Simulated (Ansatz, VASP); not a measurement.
# Two plane-wave programs on As

```
As
1.0
     4.48444    0.00000    0.00000
    -2.24222    3.88364    0.00000
     0.00000    0.00000    5.47355
As
4
Direct
  0.00000 0.00000 0.25000
  0.00000 0.00000 0.75000
  0.33333 0.66667 0.75000
  0.66667 0.33333 0.25000
```

Alike in both runs: functional PBE; k mesh 12 × 12 × 8; occupations gaussian, width 0.1 eV; no spin polarisation.

Ansatz relaxed the structure, and its values are those at the end. VASP's run is a single point on that final structure, the one shown.

|  | VASP | Ansatz |
| --- | --- | --- |
| version | VASP 6.6.1 | Ansatz 0.2.0 |
| potentials or method | VASP PAW PBE potentials, release 64 (As), cutoff 520 eV | scalar-relativistic, plane waves, PAW |
| valence electrons in the cell | 20 | 60 |

```tsv
	VASP	Ansatz	Ansatz less VASP
gap on the k mesh at the Fermi level (eV)	none	none	-
pressure (GPa)	0.1	0.0	-0.14
```

A gap of «none» marks a metal or a gap that the smearing closes. VASP's potentials hold 20 valence electrons a cell and Ansatz's 60, so a difference there can come from the potentials and not from the codes.
